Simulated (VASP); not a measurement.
## Br: single point with PBE

Br:

```
Br
1.0
     3.36325   -2.32255    0.00000
     3.36325    2.32255    0.00000
     0.00000    0.00000    8.70230
Br
4
Direct
  0.36510 0.63490 0.39010
  0.13490 0.86510 0.89010
  0.63490 0.36510 0.60990
  0.86510 0.13490 0.10990
```

```yaml
Program: VASP 6.6.1
Task: single point
Functional: PBE
Potentials_or_basis: VASP PAW PBE potentials, release 64 (Br)
Cutoff: 520 eV
k_mesh: 7 × 7 × 3
Occupations: gaussian, width 0.012 eV
Spin: no spin polarisation
```

The pressure is 1.9 GPa and the largest force is 0.882 eV/Å. The band gap on the k mesh is 1.90 eV, indirect (least direct gap 1.92 eV).

Forces in eV/Å, atoms in the order of the input:
```
Br   0.000  0.424 -0.774
Br   0.000 -0.424 -0.774
Br   0.000 -0.424  0.774
Br   0.000  0.424  0.774
```

Stress tensor (GPa, compression positive):
```
1.21 0.00 0.00
0.00 1.29 0.00
0.00 0.00 3.05
```

Levels at points of the mesh, in eV from the valence-band top:
| k point | band 12 | band 13 | band 14 | band 15 | band 16 | band 17 |
| --- | --- | --- | --- | --- | --- | --- |
| (0.00, 0.00, 0.00) | -0.34 | -0.06 | -0.02 | 1.90 | 2.65 | 6.00 |

Run time: 67 s on 1 thread of Intel(R) Xeon(R) Platinum 8488C (Sapphire Rapids) (shared host), peak memory 0.26 GiB.

A k mesh can miss the band edges. Expect the measured gap to be larger: semilocal functionals such as PBE lack the derivative discontinuity.
